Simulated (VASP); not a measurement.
Crystal: Al.

```xyz
1
Lattice="2.8635 0.0000 0.0000 1.4318 2.4799 0.0000 1.4318 0.8266 2.3380" Properties=species:S:1:pos:R:3 pbc="T T T"
Al    0.0000    0.0000    0.0000
```

| Item | Value |
| --- | --- |
| Program | VASP 6.6.1 |
| Task | relaxation of volume and atoms at fixed shape |
| Functional | PBEsol |
| Potentials or basis | VASP PAW PBE potentials, release 64 (Al) |
| Cutoff | 600 eV |
| k mesh | 17 × 17 × 17 |
| Occupations | fermi-dirac, width 0.1 eV |
| Spin | no spin polarisation |

At the start: pressure -1.9 GPa; volume 16.60 Å³/atom.

Question: Where does the relaxation end?

Answer: Over 3 steps the energy falls by 2.5 meV/atom and the volume is 16.20 Å³/atom (-2.5 %); space group Fm-3m (No. 225, to 0.05 Å).

The path:
| step | energy change (eV) | largest force (eV/Å) | pressure (GPa) | volume (Å³) |
| --- | --- | --- | --- | --- |
| 1 | 0.0000 | 0.0000 | -1.94 | 16.60 |
| 2 | -0.0024 | 0.0000 | 0.37 | 16.12 |
| 3 | -0.0025 | 0.0000 | 0.00 | 16.20 |

Final structure:
```xyz
1
Lattice="2.8399 0.0000 0.0000 1.4200 2.4594 0.0000 1.4200 0.8198 2.3188" Properties=species:S:1:pos:R:3 pbc="T T T"
Al    0.0000    0.0000    0.0000
```

Caveat: the PAW data sets were made with another functional, which shifts forces and pressure a little.
